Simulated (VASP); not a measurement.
MnSi (rocksalt type), 2 atoms in the cell. Symmetry: Fm-3m, No. 225, cubic system. Conventional cell: a = 4.812 Å, b = 4.812 Å, c = 4.812 Å, α = 90.00°, β = 90.00°, γ = 90.00°. Mn (site symmetry m-3m) has 6 Si at 2.41 Å within 3.2 Å. Within 3.2 Å of Si (site symmetry m-3m) lie 6 Mn at 2.41 Å.  This cell differs from its parent crystal: volume scaled by 0.98.

* Program: VASP 6.6.1
* Task: electric field gradients
* Functional: PBE
* Potentials or basis: VASP PAW PBE potentials, release 64 (Mn_pv, Si)
* Cutoff: 520 eV
* k mesh: 15 × 15 × 15
* Occupations: fermi-dirac, width 0.05 eV
* Spin: collinear spin, ferromagnetic start
* Starting moments: [4.0, 0.0] μB
* Dipole correction: no
* Further INCAR settings: ALGO = Normal; EDIFF = 1e-08; NBANDS = 20

Potentials or basis: VASP PAW PBE potentials, release 64 (Mn_pv, Si).

Run with:

```bash
$ cat potpaw_PBE.64/Mn_pv/POTCAR potpaw_PBE.64/Si/POTCAR > POTCAR
$ mpirun -np 1 vasp_std > vasp.out
```

Hardware: 1 thread of AMD EPYC 9R45 96-Core Processor (Zen 5), with other jobs on the host.

Problem. How long does it take, and how much memory?

Solution. It took 110 s on 1 thread of AMD EPYC 9R45 96-Core Processor (Zen 5) (shared host), peak memory 0.21 GiB. Counts: scf iterations 16, k points 120.
